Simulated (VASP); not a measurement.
Here is a VASP 6.6.1 calculation.

File INCAR:

```
SYSTEM = Cd3O
  PREC = Accurate
  ENCUT = 520
  EDIFF = 1E-7
  ISMEAR = 0
  SIGMA = 0.2
  LREAL = .False.
  LASPH = .True.
  NELM = 60
  ALGO = Normal
  ISIF = 2
  LWAVE = .False.
  LCHARG = .False.
  GGA = PE
  NBANDS = 52
```

The input KPOINTS:

```
Automatic mesh
0
Gamma
  6 6 4
  0 0 0
```

The input POSCAR:

```
Cd3O
1.0
    5.2922656365      0.0000000000      0.0000000000
   -2.6461328182      4.5832364848      0.0000000000
    0.0000000000      0.0000000000      6.2803993412
Cd O
6 2
Direct
    0.3473241770      0.0000000000      0.2500000000
    0.0000000000      0.3473241770      0.2500000000
    0.6526758230      0.6526758230      0.2500000000
    0.6526758230      0.0000000000      0.7500000000
    0.0000000000      0.6526758230      0.7500000000
    0.3473241770      0.3473241770      0.7500000000
    0.0000000000      0.0000000000      0.0000000000
    0.0000000000      0.0000000000      0.5000000000
```

Potentials or basis: VASP PAW PBE potentials, release 64 (Cd, O).

Command:

```sh
$ cat potpaw_PBE.64/Cd/POTCAR potpaw_PBE.64/O/POTCAR > POTCAR
$ mpirun -np 1 vasp_std > vasp.out
```

Problem. Estimate the pressure.

Solution. 0.5 GPa.

Problem. Predict the band gap on the k mesh.

Solution. Zero (bands 42 and 43 overlap by 3.20 eV).

Stress tensor (GPa, compression positive):
```
0.59 0.00 0.00
0.00 0.59 0.00
0.00 0.00 0.35
```
